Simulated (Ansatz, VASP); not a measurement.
## Mg in VASP and in Ansatz

```
Mg
1.0
     0.00000    2.05758    2.05758
     2.05758    0.00000    2.05758
     2.05758    2.05758    0.00000
Mg
1
Direct
  0.00000 0.00000 0.00000
```

Change from the starting cell: volume scaled by 0.8, LAPW.

Alike in both runs: task single point; functional LDA; k mesh 16 × 16 × 16; occupations fermi-dirac, width 0.05 eV; no spin polarisation.

|  | VASP | Ansatz |
| --- | --- | --- |
| version | VASP 6.6.1 | Ansatz 0.2.0 |
| potentials or method | VASP PAW LDA potentials, release 64 (Mg), cutoff 520 eV | all-electron LAPW, scalar-relativistic |

VASP gave:

| Quantity | Value |
| --- | --- |
| pressure (GPa) | 13.1 |

Question: What did Ansatz give for the same quantities?

Answer: Pressure (GPa): 13.5.

LDA's correlation is that of Perdew and Zunger in VASP and of Perdew and Wang (1992) in Ansatz. Ansatz ran all-electron here, and VASP with PAW potentials.
